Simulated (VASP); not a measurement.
# LuVGa2 (R-3m) in VASP: relaxation of cell and atoms with PBE

Aim: the relaxation of cell and atoms of LuVGa2 with PBE.

Program: VASP 6.6.1. These are calculated values, not measurements. Logs are shortened: lines on timing, memory, paths and dates and some standing lists are left out, and cuts for length are marked.

### Step 1. The cell of the first run

The structure is trigonal, space group R-3m (No. 166). Conventional cell: a = 3.485 Å, b = 3.485 Å, c = 19.299 Å, α = 90.00°, β = 90.00°, γ = 120.00°. Lu (site symmetry -3m) has 6 Ga at 2.39 Å within 3.2 Å. Within 3.8 Å of V (site symmetry -3m) lie 6 Ga at 2.78 Å and 6 V at 3.48 Å and 6 Lu at 3.79 Å. Within 3.3 Å of Ga (site symmetry 3m) lie 3 Lu at 2.39 Å and 3 V at 2.78 Å and 3 Ga at 3.28 Å.

### Step 2. Relaxation of cell and atoms, PBE

File INCAR:

```
SYSTEM = LuVGa2
PREC = Accurate
ENCUT = 600
EDIFF = 1E-6
ISMEAR = 0
SIGMA = 0.032
LREAL = .False.
LASPH = .True.
NELM = 60
ALGO = Normal
ISIF = 3
LWAVE = .False.
LCHARG = .False.
GGA = PE
IBRION = 2
NSW = 100
EDIFFG = -0.01
```

File KPOINTS:

```
Automatic mesh
0
Gamma
  6 6 6
  0 0 0
```

File POSCAR:

```
LuVGa2
1.0
    3.4845880000      0.0000000000      0.0000000000
   -1.7422940000      3.0177470000      0.0000000000
   -1.7422940000      1.0059160000      6.4329700000
Lu V Ga
1 1 2
Direct
    0.5000000000      0.5000000000      0.5000000000
    0.0000000000      0.0000000000      0.0000000000
    0.2336900000      0.7663100000      0.7010700000
    0.7663100000      0.2336900000      0.2989300000
```

Potentials or basis: VASP PAW PBE potentials, release 64 (Lu, V_sv, Ga_d).

Run with:

```bash
cat potpaw_PBE.64/Lu/POTCAR potpaw_PBE.64/V_sv/POTCAR potpaw_PBE.64/Ga_d/POTCAR > POTCAR
mpirun -np 1 vasp_std > vasp.out
```

OUTCAR:

```text
SYSTEM = LuVGa2
   PREC = Accurate
   ENCUT = 600
   EDIFF = 1E-6
   ISMEAR = 0
   LREAL = .False.
   LASPH = .True.
   NELM = 60
   ISIF = 3
   GGA = PE
   IBRION = 2
   NSW = 100
   EDIFFG = -0.01

 ion  position               nearest neighbor table
   1  0.500  0.500  0.500-   3 2.39   4 2.39   3 2.39   4 2.39   3 2.39   4 2.39
   2  0.000  0.000  0.000-   4 2.78   3 2.78   4 2.78   3 2.78   4 2.78   3 2.78
   3  0.234  0.766  0.701-   1 2.39   1 2.39   1 2.39   2 2.78   2 2.78   2 2.78
   4  0.766  0.234  0.299-   1 2.39   1 2.39   1 2.39   2 2.78   2 2.78   2 2.78

  LATTYP: Found a trigonal (rhomboedric) cell.
 ALAT       =     6.7402200998
 COS(alpha) =     0.8663632518

  Lattice vectors:

 A1 = (   0.0000000000,  -2.0118310000,   6.4329700000)
 A2 = (   1.7422940000,   1.0059160000,   6.4329700000)
 A3 = (  -1.7422940000,   1.0059160000,   6.4329700000)

Analysis of symmetry for initial positions (statically):
=====================================================================
 Subroutine PRICEL returns:
 Original cell was already a primitive cell.

 Routine SETGRP: Setting up the symmetry group for a
 trigonal (rhombohedral) supercell.

 Subroutine GETGRP returns: Found 12 space group operations
 (whereof 12 operations were pure point group operations)
 out of a pool of 12 trial point group operations.

The static configuration has the point symmetry D_3d.

Analysis of symmetry for dynamics (positions and initial velocities):
=====================================================================
 Subroutine PRICEL returns:
 Original cell was already a primitive cell.

 Routine SETGRP: Setting up the symmetry group for a
 trigonal (rhombohedral) supercell.

 Subroutine GETGRP returns: Found 12 space group operations
 (whereof 12 operations were pure point group operations)
 out of a pool of 12 trial point group operations.

The dynamic configuration has the point symmetry D_3d.

 Subroutine INISYM returns: Found 12 space group operations
 (whereof 12 operations are pure point group operations),
 and found     1 'primitive' translations

----------------------------------------------------------------------------------------

                                     Primitive cell

  volume of cell :      67.6466

  direct lattice vectors                    reciprocal lattice vectors
     3.484588000  0.000000000  0.000000000     0.286977973  0.165686520  0.051816389
    -1.742294000  3.017747000  0.000000000     0.000000000  0.331373041 -0.051816415
    -1.742294000  1.005916000  6.432970000     0.000000000  0.000000000  0.155449194

  length of vectors
     3.484588000  3.484592564  6.740219462     0.335400236  0.335399811  0.155449194

  position of ions in fractional coordinates (direct lattice)
     0.500000000  0.500000000  0.500000000
     0.000000000  0.000000000  0.000000000
     0.233690000  0.766310000  0.701070000
     0.766310000  0.233690000  0.298930000

  ion indices of the primitive-cell ions
   primitive index   ion index
                 1           1
                 2           2
                 3           3
                 4           4

----------------------------------------------------------------------------------------

 KPOINTS: Automatic mesh

Automatic generation of k-mesh.
 Grid dimensions read from file:
 generate k-points for:    6    6    6

 Generating k-lattice:

  Cartesian coordinates                     Fractional coordinates (reciprocal lattice)
     0.047829662  0.027614420  0.008636065     0.166666667  0.000000000  0.000000000
     0.000000000  0.055228840 -0.008636069     0.000000000  0.166666667  0.000000000
     0.000000000  0.000000000  0.025908199     0.000000000  0.000000000  0.166666667

  Length of vectors
     0.055900039  0.055899968  0.025908199

  Shift w.r.t. Gamma in fractional coordinates (k-lattice)
     0.000000000  0.000000000  0.000000000

 Subroutine IBZKPT returns following result:
 ===========================================

 Found     32 irreducible k-points:

 Following reciprocal coordinates:
            Coordinates               Weight
  0.000000  0.000000  0.000000      1.000000
  0.166667 -0.000000  0.000000      6.000000
  0.333333 -0.000000 -0.000000      6.000000
  0.500000 -0.000000  0.000000      3.000000
  0.166667  0.166667 -0.000000      6.000000
  0.333333  0.166667 -0.000000     12.000000
[... 16 lines left out ...]
  0.500000  0.500000  0.166667      6.000000
  0.166667 -0.333333  0.166667     12.000000
 [... further k-points ...]
   k-points           NKPTS =     32   k-points in BZ     NKDIM =     32   number of bands    NBANDS=     38
   number of dos      NEDOS =    301   number of ions     NIONS =      4
   total plane-waves  NPLWV =  42336
   dimension x,y,z NGX =    28 NGY =   28 NGZ =   54
   dimension x,y,z NGXF=    56 NGYF=   56 NGZF=  108
   ions per type =               1   1   2
   NGX,Y,Z   is equivalent  to a cutoff of  13.36, 13.36, 13.32 a.u.
   NGXF,Y,Z  is equivalent  to a cutoff of  26.72, 26.72, 26.64 a.u.
 SYSTEM =  LuVGa2
   PREC   = accura    normal or accurate (medium, high low for compatibility)
   ISTART =      0    job   : 0-new  1-cont  2-samecut
   ICHARG =      2    charge: 1-file 2-atom 10-const
   ISPIN  =      1    spin polarized calculation?
   LNONCOLLINEAR =      F non collinear calculations
   LSORBIT =      F    spin-orbit coupling
   LASPH  =      T    aspherical Exc in radial PAW
   ENCUT  =  600.0 eV  44.10 Ry    6.64 a.u.   6.96  6.96 13.46*2*pi/ulx,y,z
   NELM   =     60;   NELMIN=  2; NELMDL= -5     # of ELM steps
   EDIFF  = 0.1E-05   stopping-criterion for ELM
   LREAL  =      F    real-space projection
   EDIFFG = -.1E-01   stopping-criterion for IOM
   NSW    =    100    number of steps for IOM
   IBRION =      2    ionic relax: 0-MD 1-quasi-New 2-CG
   NFREE  =      1    steps in history (QN), initial steepest desc. (CG)
   ISIF   =      3    stress and relaxation
   ISYM   =      2    0-nonsym 1-usesym 2-fastsym
   POTIM  = 0.5000    time-step for ionic-motion
   TEBEG  =    0.0;   TEEND  =   0.0 temperature during run
   PSTRESS=    0.0 pullay stress
   NELECT =      64.0000    total number of electrons
   NUPDOWN=      -1.0000    fix difference up-down
   EMIN   =  10.00;   EMAX   =-10.00  energy-range for DOS
   EFERMI =   0.00;   METHOD = LEGACY
   ISMEAR =     0;   SIGMA  =   0.03  broadening in eV -4-tet -1-fermi 0-gaus
   EFERMI_NEDOS =   21; number of points for ismear=-14 and -15
   IALGO  =     38    algorithm
   IMIX   =      4    mixing-type and parameters
     AMIX     =   0.40;   BMIX     =  1.00
     AMIX_MAG =   1.60;   BMIX_MAG =  1.00
  volume/ion in A,a.u.               =      16.91       114.13
  Fermi-wavevector in a.u.,A,eV,Ry     =   1.607137  3.037049 35.142342  2.582889
  Thomas-Fermi vector in A             =   2.703213
   LORBIT       =      0    0 simple, 1 ext, 2 COOP (PROOUT), +10 PAW based schemes
   GGA     = PE    functional components
   LHFCALC =     F    Hartree Fock is set to
   AEXX    =    0.0000 exact exchange contribution
   IVDW    =     0    specifies the selected vdW correction
   LEPSILON=     F    determine dielectric tensor
   LRPA    =     F    only Hartree local field effects (RPA)
 conjugate gradient relaxation of ions
 non-spin polarized calculation
 Gauss-broadening in eV      SIGMA  =   0.03
  energy-cutoff  :      600.00
  volume of cell :       67.65
 maximum number of plane-waves:      2270
   NGX = 13   NGY = 13   NGZ = 27

--------------------------------------- Ionic step        1  -------------------------------------------

 number of electron      63.9999994 magnetization

 Free energy of the ion-electron system (eV)
  ---------------------------------------------------
  ext. energy  EPLUGINS =         0.00000000
  ---------------------------------------------------
  free energy    TOTEN  =       -15.01000943 eV

  energy without entropy =      -15.00660583  energy(sigma->0) =      -15.00830763

------------------------ aborting loop because EDIFF is reached ----------------------------------------

  FORCE on cell =-STRESS in cart. coord.  units (eV):
  Direction    XX          YY          ZZ          XY          YZ          ZX
  --------------------------------------------------------------------------------------
  -------------------------------------------------------------------------------------
  Total       13.4480595     13.4481065      8.1046967      0.0000000      0.0000004      0.0000000
  in kB      318.5109844    318.5120969    191.9559410      0.0000000      0.0000099      0.0000000
  external PRESSURE =     276.3263407 kB  Pullay stress =       0.0000000 kB
[... 23 lines left out ...]
  energy  without entropy=      -15.0066058345  energy(sigma->0) =      -15.00830763

--------------------------------------- Ionic step        2  -------------------------------------------

 number of electron      63.9999961 magnetization

 E-fermi :   3.0059     XC(G=0): -10.1119

 val. band max:        2.9564159100   @ k =   0.1667  -0.0000   0.1667
 cond. band min:       3.0101391549   @ k =   0.1667  -0.1667   0.1667
 fundamental gap:      0.0537232448
 Fermi energy:         3.0058786914

 k-point     1 :       0.0000    0.0000    0.0000
  band No.  band energies     occupation
      1     -61.3455      2.00000
      2     -53.3495      2.00000
      3     -35.1842      2.00000
      4     -35.1842      2.00000
      5     -35.1379      2.00000
      6     -24.0461      2.00000
[... 1044 lines left out ...]
  FREE ENERGIE OF THE ION-ELECTRON SYSTEM (eV)
  ---------------------------------------------------
  free  energy   TOTEN  =       -18.0228380104 eV

  energy  without entropy=      -18.0203336966  energy(sigma->0) =      -18.02158585

[... ionic steps 4 to 34 ...]

--------------------------------------- Ionic step       35  -------------------------------------------

 number of electron      63.9999977 magnetization

------------------------ aborting loop because EDIFF is reached ----------------------------------------

  FORCE on cell =-STRESS in cart. coord.  units (eV):
  Direction    XX          YY          ZZ          XY          YZ          ZX
  --------------------------------------------------------------------------------------
  -------------------------------------------------------------------------------------
  Total       -0.1406737     -0.1406743     -0.0629467     -0.0000000     -0.0000000     -0.0000000
  in kB       -2.9642784     -2.9642921     -1.3264148     -0.0000000     -0.0000000     -0.0000000
  external PRESSURE =      -2.4183284 kB  Pullay stress =       0.0000000 kB
[... 61 lines left out ...]
  energy  without entropy=      -19.8741898194  energy(sigma->0) =      -19.87553392

--------------------------------------- Ionic step       37  -------------------------------------------

 number of electron      63.9999978 magnetization

 Free energy of the ion-electron system (eV)
  ---------------------------------------------------
  ext. energy  EPLUGINS =         0.00000000
  ---------------------------------------------------
  free energy    TOTEN  =       -19.87744378 eV

  energy without entropy =      -19.87468507  energy(sigma->0) =      -19.87606443

 E-fermi :   5.1167     XC(G=0): -11.4869

 val. band max:        5.1134244362   @ k =   0.1667  -0.0000   0.3333
 cond. band min:       5.1356237172   @ k =   0.1667  -0.1667   0.3333
 fundamental gap:      0.0221992810
 Fermi energy:         5.1166608999

 k-point     1 :       0.0000    0.0000    0.0000
  band No.  band energies     occupation
      1     -58.9846      2.00000
      2     -50.7475      2.00000
      3     -32.9254      2.00000
      4     -32.9254      2.00000
      5     -32.6885      2.00000
      6     -21.4142      2.00000
[... 1006 lines left out ...]
  FREE ENERGIE OF THE ION-ELECTRON SYSTEM (eV)
  ---------------------------------------------------
  free  energy   TOTEN  =       -19.8774437829 eV

  energy  without entropy=      -19.8746850706  energy(sigma->0) =      -19.87606443

 reached required accuracy - stopping structural energy minimisation
```

Wall time 44 min (1 thread of AMD EPYC 7R13 (Zen 3), shared host); peak memory 0.25 GiB.

What came out:

* Free energy: -19.8774 eV
* Relaxed volume: 18.95 Å³/atom
* Relaxed cell: a = 4.194 Å, b = 4.194 Å, c = 5.534 Å, α = 67.73°, β = 112.27°, γ = 120.00°
* Space group after relaxing (to 0.1 Å): R-3m (No. 166)
* Energy gained by relaxing: 1216.9 meV/atom
* Ionic steps: 37
* Pressure after relaxing: 0.0 GPa
* Largest force after relaxing: 0.008 eV/Å
* Band gap on the k mesh: zero (bands 32 and 33 overlap by 0.94 eV)

Forces on the atoms (eV/Å):
```
Lu   0.000  0.000  0.000
V    0.000  0.000  0.000
Ga   0.000  0.000 -0.008
Ga   0.000  0.000  0.008
```

The path:
| step | energy change (eV) | largest force (eV/Å) | pressure (GPa) | volume (Å³) |
| --- | --- | --- | --- | --- |
| 1 | 0.0000 | 6.7024 | 27.63 | 67.65 |
| 2 | -2.7925 | 1.6196 | -11.33 | 100.30 |
| 3 | -3.0128 | 2.3763 | -7.14 | 90.60 |
| 4 | -3.9113 | 1.8133 | -3.91 | 83.14 |
| 5 | -4.3196 | 0.2153 | 6.61 | 73.48 |
| 6 | -4.3420 | 0.6498 | 3.37 | 75.48 |
| 7 | -4.3432 | 0.5577 | 4.00 | 75.03 |
| 8 | -4.4233 | 0.0900 | -0.12 | 78.91 |
| 9 | -4.4242 | 0.0329 | 0.20 | 78.54 |
| 10 | -4.4245 | 0.0110 | -0.10 | 78.76 |
| 11 | -4.4245 | 0.0066 | -0.04 | 78.74 |
| 12 | -4.4246 | 0.0103 | -0.03 | 78.70 |
| 13 | -4.4249 | 0.0194 | 0.01 | 78.58 |
| 14 | -4.4251 | 0.0371 | 0.35 | 78.34 |
| 15 | -4.4251 | 0.0373 | 0.37 | 78.34 |
| 16 | -4.4251 | 0.0387 | 0.34 | 78.34 |
| 17 | -4.4252 | 0.0412 | 0.32 | 78.33 |
| 18 | -4.4253 | 0.0473 | 0.40 | 78.32 |
| 19 | -4.4253 | 0.0586 | 0.43 | 78.29 |
| 20 | -4.4267 | 0.0864 | 0.51 | 78.22 |
| 21 | -4.4333 | 0.1821 | 0.54 | 78.07 |
| 22 | -4.4549 | 0.3583 | 0.74 | 77.71 |
| 23 | -4.5413 | 0.6972 | 1.14 | 76.68 |
| 24 | -4.7819 | 0.6127 | 2.42 | 73.38 |
| 25 | -4.7222 | 0.1715 | 4.03 | 71.21 |
| 26 | -4.7809 | 0.4911 | 2.92 | 72.67 |
| 27 | -4.7774 | 0.4547 | 3.04 | 72.48 |
| 28 | -4.8101 | 0.3602 | -1.70 | 76.25 |
| 29 | -4.8126 | 0.3798 | -0.77 | 75.42 |
| 30 | -4.8335 | 0.2912 | -0.56 | 75.44 |
| 31 | -4.8629 | 0.0056 | 0.06 | 75.46 |
| 32 | -4.8637 | 0.0631 | 0.14 | 75.46 |
| 33 | -4.8662 | 0.0350 | -0.13 | 75.74 |
| 34 | -4.8671 | 0.0149 | -0.29 | 75.97 |
| 35 | -4.8672 | 0.0093 | -0.24 | 76.03 |
| 36 | -4.8669 | 0.0063 | 0.51 | 75.50 |
| 37 | -4.8674 | 0.0082 | 0.04 | 75.82 |

Final structure:
```cif
data_structure
_symmetry_space_group_name_H-M 'P 1'
_symmetry_Int_Tables_number 1
_cell_length_a 4.1945
_cell_length_b 4.1945
_cell_length_c 5.5340
_cell_angle_alpha 67.730
_cell_angle_beta 112.270
_cell_angle_gamma 120.000
_cell_volume 75.82
loop_
_atom_site_label
_atom_site_type_symbol
_atom_site_fract_x
_atom_site_fract_y
_atom_site_fract_z
_atom_site_occupancy
Lu1 Lu 0.50000 0.50000 0.50000 1
V1 V 0.00000 0.00000 0.00000 1
Ga1 Ga 0.27534 0.72466 0.82603 1
Ga2 Ga 0.72466 0.27534 0.17397 1
```

Levels at points of the mesh, in eV from the Fermi level:
```csv
k point,band 30,band 31,band 32,band 33,band 34,band 35
"(0.00, 0.00, 0.00)",-2.14,-0.14,-0.14,1.72,2.32,2.32
"(0.50, 0.00, 0.00)",-1.04,-0.85,-0.75,-0.58,0.36,0.44
"(0.50, 0.50, 0.00)",-0.88,-0.79,-0.36,0.21,0.34,1.13
"(0.00, 0.00, 0.50)",0.14,0.35,0.35,0.64,0.64,1.54
```

Caveat: a cell axis changed by over 15 % at a fixed basis, so the end point is rough; spin-orbit coupling is left out, which moves the levels of the heavy elements.
